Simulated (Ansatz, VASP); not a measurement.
**Two plane-wave programs on TiAl**

Contents of INCAR:

```
SYSTEM = TiAl
PREC = Accurate
ENCUT = 520
EDIFF = 1E-6
ISMEAR = 0
SIGMA = 0.1
LREAL = .False.
LASPH = .True.
NELM = 80
ALGO = Normal
ISIF = 2
LWAVE = .False.
LCHARG = .False.
GGA = PS
NBANDS = 14
```

Contents of KPOINTS:

```
regular mesh
0
Gamma
  6 6 4
  0 0 0
```

Contents of POSCAR:

```
TiAl
1.0
    2.7940484197      0.0000000000      0.0000000000
    0.0000000000      2.7940484197      0.0000000000
    0.0000000000      0.0000000000      4.0403994142
Ti Al
1 1
Direct
    0.5000000000      0.5000000000      0.5000000000
    0.0000000000      0.0000000000      0.0000000000
```

Input for Ansatz:

```yaml
crystal:
  lattice:
    - [2.7940484197, 0.0, 0.0]
    - [0.0, 2.7940484197, 0.0]
    - [0.0, 0.0, 4.0403994142]
  atoms:
    - { symbol: Ti, position: [0.5, 0.5, 0.5] }
    - { symbol: Al, position: [0.0, 0.0, 0.0] }
basis:
  ecutwfc: 420
kpoints:
  mp_grid: { grid: [6, 6, 4] }
hamiltonian:
  xc: pbesol
  pseudopotentials: { kind: paw, azcp: { folder: soft_1 } }
scf:
  occupations: { method: gaussian, width: 0.1 }
output:
  forces: true
  stress: true
  eigenvalues: true
```

Alike in both runs: task single point; functional PBEsol; k mesh 6 × 6 × 4; occupations gaussian, width 0.1 eV; no spin polarisation.

```csv
,VASP,Ansatz
version,VASP 6.6.1,Ansatz 0.2.0
potentials or method,"VASP PAW PBE potentials, release 64 (Ti_sv, Al), cutoff 520 eV","scalar-relativistic, plane waves, PAW"
valence electrons in the cell,15,15
```

Ansatz gave:

| Quantity | Value |
| --- | --- |
| gap on the k mesh at the Fermi level (eV) | none |
| pressure (GPa) | 0.2 |
| traceless stress, the component that is largest in VASP (GPa) | -0.10 |

**Question.** What did VASP give for the same quantities?

**Answer.** gap on the k mesh at the Fermi level (eV): none; pressure (GPa): 0.3; traceless stress, the component that is largest in VASP (GPa): -0.07.

VASP's potentials were made for PBE, not for PBEsol, and Ansatz warns of the same on its side. A gap of «none» marks a metal or a gap that the smearing closes. With one functional, cell and mesh, what is left measures potentials, basis and numerics.

The k mesh is coarse, so the values compare programs but aren't converged.
